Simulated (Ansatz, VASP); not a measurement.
AlN in VASP and in Ansatz

Contents of INCAR:

```
SYSTEM = AlN
PREC = Accurate ; ENCUT = 520
EDIFF = 1E-6 ; ISMEAR = 0
SIGMA = 0.05 ; LREAL = .FALSE.
LASPH = .TRUE. ; NELM = 60
ALGO = Normal ; ISIF = 2
LWAVE = .FALSE. ; LCHARG = .TRUE.
GGA = PE ; LELF = .TRUE.
LVHAR = .TRUE. ; NBANDS = 11
```

The input KPOINTS:

```
Automatic mesh
0
G
  10 10 10
  0 0 0
```

POSCAR

```
AlN
1.0
   -0.1068328055      1.9636887099      1.9636887099
    1.9280777747     -0.0712218703      1.9280777747
    2.0349105802      2.0349105802     -0.1780546758
Al N
1 1
Direct
    0.5000000000      0.5000000000      0.5000000000
    0.0000000000      0.0000000000      0.0000000000
```

Input for Ansatz:

```yaml
crystal:
  lattice:
    - [-0.1068328055, 1.9636887099, 1.9636887099]
    - [1.9280777747, -0.0712218703, 1.9280777747]
    - [2.0349105802, 2.0349105802, -0.1780546758]
  atoms:
    - { symbol: Al, position: [0.5, 0.5, 0.5] }
    - { symbol: "N", position: [0.0, 0.0, 0.0] }
basis:
  ecutwfc: 520.0
kpoints:
  mp_grid: { grid: [10, 10, 10] }
hamiltonian:
  xc: pbe
  pseudopotentials: { kind: paw, azcp: { folder: soft_1 } }
scf:
  occupations: { method: gaussian, width: 0.05 }
output:
  forces: true
  stress: true
  eigenvalues: true
  write_density: true
  write_potential: true
  elf: true
  volumetric_format: npy
```

Change from the starting cell: engineering shear strain xz -0.1050, engineering shear strain yz -0.0700.

Alike in both runs: task single point; functional PBE; k mesh 10 × 10 × 10; occupations gaussian, width 0.05 eV; no spin polarisation.

```csv
,VASP,Ansatz
version,VASP 6.6.1,Ansatz 0.2.0
potentials or method,"VASP PAW PBE potentials, release 64 (Al, N), cutoff 520 eV","scalar-relativistic, plane waves, PAW"
valence electrons in the cell,8,8
```

VASP gave:

| Quantity | Value |
| --- | --- |
| gap on the k mesh at the Fermi level (eV) | 2.28 |
| least direct gap on the mesh (eV) | 4.01 |
| pressure (GPa) | 1.9 |
| traceless stress, the component that is largest in VASP (GPa) | 32.27 |

Estimate Ansatz's values.

gap on the k mesh at the Fermi level (eV): 2.29; least direct gap on the mesh (eV): 4.01; pressure (GPa): 2.0; traceless stress, the component that is largest in VASP (GPa): 32.25.
